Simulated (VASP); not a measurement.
The system is SnGe7.

```xyz
8
Lattice="6.0307 0.0000 0.0000 0.0000 -6.0307 0.0000 0.0000 0.0000 -6.0307" Properties=species:S:1:pos:R:3 pbc="T T T"
Ge    0.0000   -3.0153   -3.0153
Ge    3.0153    0.0000   -3.0153
Ge    3.0153   -3.0153    0.0000
Ge    0.0000    0.0000    0.0000
Ge    1.5077   -1.5077   -1.5077
Ge    4.5230   -4.5230   -1.5077
Ge    4.5230   -1.5077   -4.5230
Sn    1.5077   -4.5230   -4.5230
```

```yaml
Program: VASP 6.6.1
Task: relaxation of cell and atoms
Functional: PBEsol
Potentials_or_basis: VASP PAW PBE potentials, release 64 (Ge_d, Sn_d)
Cutoff: 600 eV
k_mesh: 6 × 6 × 6
Occupations: gaussian, width 0.1 eV
Spin: no spin polarisation
```

At the start: pressure -5.4 GPa; volume 27.42 Å³/atom.

Question: Where does the relaxation end?

Answer: Over 21 steps the energy falls by 81.9 meV/atom and the volume is 24.25 Å³/atom (-11.5 %); space group P-43m (No. 215, to 0.1 Å) before and after.

The path:
| step | energy change (eV) | largest force (eV/Å) | pressure (GPa) | volume (Å³) |
| --- | --- | --- | --- | --- |
| 1 | 0.0000 | 0.9430 | -5.37 | 219.33 |
| 2 | -0.5958 | 0.6389 | 1.20 | 191.44 |
| 3 | -0.5970 | 0.6597 | 0.63 | 192.71 |
| 4 | -0.5969 | 0.6476 | 0.76 | 192.20 |
| 5 | -0.6530 | 0.1113 | 0.34 | 193.16 |
| 6 | -0.6551 | 0.0066 | 0.27 | 193.38 |
| 7 | -0.6551 | 0.0186 | 0.13 | 193.41 |
| 8 | -0.6555 | 0.0059 | 0.08 | 193.99 |
| 9 | -0.6542 | 0.0150 | -0.30 | 195.17 |
| 10 | -0.6555 | 0.0051 | -0.10 | 194.23 |
| 11 | -0.6555 | 0.0098 | -0.05 | 194.10 |
| 12 | -0.6555 | 0.0094 | 0.09 | 194.06 |
| 13 | -0.6555 | 0.0041 | -0.08 | 194.09 |
| 14 | -0.6554 | 0.0045 | 0.13 | 193.70 |
| 15 | -0.6555 | 0.0060 | 0.05 | 193.98 |
| 16 | -0.6556 | 0.0075 | 0.02 | 194.02 |
| 17 | -0.6556 | 0.0065 | -0.06 | 194.04 |
| 18 | -0.6556 | 0.0039 | 0.05 | 194.02 |
| 19 | -0.6556 | 0.0059 | -0.04 | 194.03 |
| 20 | -0.6556 | 0.0047 | -0.04 | 194.03 |
| 21 | -0.6556 | 0.0042 | -0.01 | 194.02 |

Final structure:
```
CELL_PARAMETERS angstrom
5.78920 0.00000 0.00000
0.00000 -5.78920 0.00000
0.00000 0.00000 -5.78920
ATOMIC_POSITIONS crystal
Ge 0.99148 0.49148 0.49148
Ge 0.50852 0.00852 0.49148
Ge 0.50852 0.49148 0.00852
Ge 0.99148 0.00852 0.00852
Ge 0.25000 0.25000 0.25000
Ge 0.75000 0.75000 0.25000
Ge 0.75000 0.25000 0.75000
Sn 0.25000 0.75000 0.75000
```

Caveat: the PAW data sets were made with another functional, which shifts forces and pressure a little.
